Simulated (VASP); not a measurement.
## HfZr3Te8: single point with PBE

HfZr3Te8:

```xyz
12
Lattice="-0.0044 0.0000 7.1467 7.9430 -0.0002 -0.0053 -3.9717 6.8789 0.0028" Properties=species:S:1:pos:R:3 pbc="T T T"
Zr    5.9572    3.4394   -0.0038
Zr    3.9719    0.0009   -0.0023
Zr    1.9846    3.4396   -0.0022
Hf    0.0005   -0.0006    0.0006
Te    0.0017    2.2782    1.7921
Te   -1.9986    5.7402    1.7946
Te    3.9734    2.2926    1.7982
Te    1.9996    5.7389    1.7914
Te    1.9665    1.1376    5.3526
Te   -0.0054    4.5856    5.3452
Te    5.9641    1.1390    5.3508
Te    3.9664    4.6019    5.3517
```

```json
{
 "Program": "VASP 6.6.1",
 "Task": "single point",
 "Functional": "PBE",
 "Potentials or basis": "VASP PAW PBE potentials, release 64 (Zr_sv, Hf_pv, Te)",
 "Cutoff": "520 eV",
 "k mesh": "4 × 3 × 3",
 "Occupations": "gaussian, width 0.2 eV",
 "Spin": "no spin polarisation"
}
```

* Pressure: 0.0 GPa
* Largest force: 0.018 eV/Å
* Band gap on the k mesh: zero (bands 47 and 48 overlap by 0.25 eV)

Forces in eV/Å, atoms in the order of the input:
```
Zr   0.000  0.000  0.000
Zr  -0.001 -0.003 -0.001
Zr   0.002 -0.001  0.001
Hf  -0.001  0.000 -0.001
Te  -0.001 -0.015  0.007
Te  -0.011  0.007  0.002
Te  -0.004  0.001  0.015
Te   0.013  0.009  0.004
Te  -0.011 -0.004 -0.003
Te   0.000  0.001 -0.013
Te   0.015 -0.008 -0.007
Te  -0.001  0.012 -0.006
```

Levels at points of the mesh, in eV from the Fermi level:
| k point | band 43 | band 44 | band 45 | band 46 | band 47 | band 48 | band 49 | band 50 | band 51 | band 52 |
| --- | --- | --- | --- | --- | --- | --- | --- | --- | --- | --- |
| (0.00, 0.00, 0.00) | -0.99 | -0.96 | -0.21 | 0.08 | 0.14 | 0.14 | 0.52 | 0.52 | 0.71 | 0.83 |
| (0.50, 0.00, 0.00) | -0.75 | -0.75 | -0.72 | -0.13 | -0.11 | -0.11 | 0.39 | 0.39 | 0.82 | 0.82 |

Run time: 8.3 min on 1 thread of Intel(R) Xeon(R) Platinum 8488C (Sapphire Rapids), on a shared host, peak memory 0.69 GiB.

Caveat: spin-orbit coupling is left out, which moves the levels of the heavy elements.
